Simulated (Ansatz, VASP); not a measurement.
# One calculation of F, two programs

File INCAR:

```
SYSTEM = F
PREC     = Accurate       ! precision mode
ENCUT    = 600            ! plane-wave cutoff, eV
EDIFF    = 1E-7           ! SCF threshold, eV
ISMEAR   = -1             ! smearing method
SIGMA    = 0.05           ! smearing width, eV
LREAL    = .False.        ! projectors in reciprocal space
LASPH    = .True.         ! aspherical terms in the spheres
NELM     = 60             ! most SCF steps
ALGO     = Normal         ! electronic algorithm
ISIF     = 3              ! what is computed and relaxed
LWAVE    = .False.        ! write WAVECAR
LCHARG   = .False.        ! write CHGCAR
GGA      = PE             ! functional
IBRION   = 2              ! ionic algorithm
NSW      = 100            ! ionic steps
EDIFFG   = -0.005         ! ionic threshold
```

The input KPOINTS:

```
regular mesh
0
Gamma
  16 16 16
  0 0 0
```

File POSCAR:

```
F
1.0
    0.0000000000      2.2322827293      2.2322827293
    2.2322827293      0.0000000000      2.2322827293
    2.2322827293      2.2322827293      0.0000000000
F
2
Direct
    0.0000000000      0.0000000000      0.0000000000
    0.2500000000      0.2500000000      0.2500000000
```

Input for Ansatz:

```yaml
crystal:
  lattice:
    - [0.0, 2.2322827293, 2.2322827293]
    - [2.2322827293, 0.0, 2.2322827293]
    - [2.2322827293, 2.2322827293, 0.0]
  atoms:
    - { symbol: F, position: [0.0, 0.0, 0.0] }
    - { symbol: F, position: [0.25, 0.25, 0.25] }
kpoints:
  mp_grid: { grid: [16, 16, 16] }
scf:
  occupations: { method: fermi_dirac, width: 0.05 }
hamiltonian:
  xc: pbe
  pseudopotentials: { kind: paw }
output:
  forces: true
  stress: true
relax:
  f_tol: 0.005
  max_steps: 80
  cell: {}
```

Alike in both runs: task relaxation of cell and atoms; functional PBE; k mesh 16 × 16 × 16; occupations fermi-dirac, width 0.05 eV; no spin polarisation.

|  | VASP | Ansatz |
| --- | --- | --- |
| version | VASP 6.6.1 | Ansatz 0.2.0 |
| potentials or method | VASP PAW PBE potentials, release 64 (F) | PAW with Ansatz's default frozen-core files, scalar-relativistic |
| plane-wave cutoff (eV) | 600 | 420 |
| valence electrons in the cell | 14 | 14 |

```csv
,VASP,Ansatz,Ansatz less VASP
relaxed volume (Å³/atom),14.22,14.47,+0.256
relaxed cell length with the largest relative difference (Å),3.426,3.447,+0.0204
```

Noted on VASP's run: the volume moved by over 15 % at a fixed basis, so the end points are rough.
